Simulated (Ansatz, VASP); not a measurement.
# One calculation of Ga, two programs

Contents of INCAR:

```
ALGO     = Normal         # electronic algorithm
EDIFF    = 1E-8           # SCF threshold, eV
ENCUT    = 520            # plane-wave cutoff, eV
ISIF     = 2              # what is computed and relaxed
ISMEAR   = -1             # smearing method
LASPH    = T              # aspherical terms in the spheres
LCHARG   = F              # write CHGCAR
LEFG     = T            
LREAL    = F              # projectors in reciprocal space
LWAVE    = F              # write WAVECAR
NBANDS   = 20             # bands
NELM     = 80             # most SCF steps
PREC     = Accurate       # precision mode
SIGMA    = 0.08           # smearing width, eV
```

KPOINTS

```
k-points
0
Gamma
  12 12 10
```

The input POSCAR:

```
Ga
1.0
    1.4645000000     -4.1056500000      0.0000000000
    1.4645000000      4.1056500000      0.0000000000
    0.0000000000      0.0000000000      3.1700000000
Ga
2
Direct
    0.8670000000      0.1330000000      0.2500000000
    0.1330000000      0.8670000000      0.7500000000
```

Input for Ansatz:

```yaml
crystal:
  lattice:
    - [1.4645, -4.10565, 0.0]
    - [1.4645, 4.10565, 0.0]
    - [0.0, 0.0, 3.17]
  atoms:
    - { symbol: Ga, position: [0.867, 0.133, 0.25] }
    - { symbol: Ga, position: [0.133, 0.867, 0.75] }
kpoints:
  mp_grid: { grid: [12, 12, 10] }
scf:
  occupations: { method: fermi_dirac, width: 0.08 }
hamiltonian:
  xc: lda
  pseudopotentials: { kind: paw }
output:
  forces: true
  stress: true
  eigenvalues: true
  efg: { contact_densities: true }
  write_density: true
  write_potential: true
  elf: true
  volumetric_format: npy
```

Change from the starting cell: equal xx and yy strain of +1 %, PAW files.

Alike in both runs: task electric field gradients; functional LDA; k mesh 12 × 12 × 10; occupations fermi-dirac, width 0.08 eV; no spin polarisation.

|  | VASP | Ansatz |
| --- | --- | --- |
| version | VASP 6.6.1 | Ansatz 0.2.0 |
| potentials or method | VASP PAW LDA potentials, release 64 (Ga_d) | PAW with Ansatz's default frozen-core files, scalar-relativistic |
| plane-wave cutoff (eV) | 520 | 420 |
| valence electrons in the cell | 26 | 26 |

|  | VASP | Ansatz | Ansatz less VASP |
| --- | --- | --- | --- |
| pressure (GPa) | -4.5 | -4.6 | -0.08 |
| traceless stress, the component that is largest in VASP (GPa) | -2.01 | -2.00 | +0.015 |
| rms of the force components (eV/Å) | 0.100 | 0.098 | -0.0014 |
| size of Vzz on the site where it differs most (V/Å²) | 27.2 | 28.0 | +0.82 |

LDA's correlation is that of Perdew and Zunger in VASP and of Perdew and Wang (1992) in Ansatz. Atom by atom the forces differ by 0.001 eV/Å (rms over components).
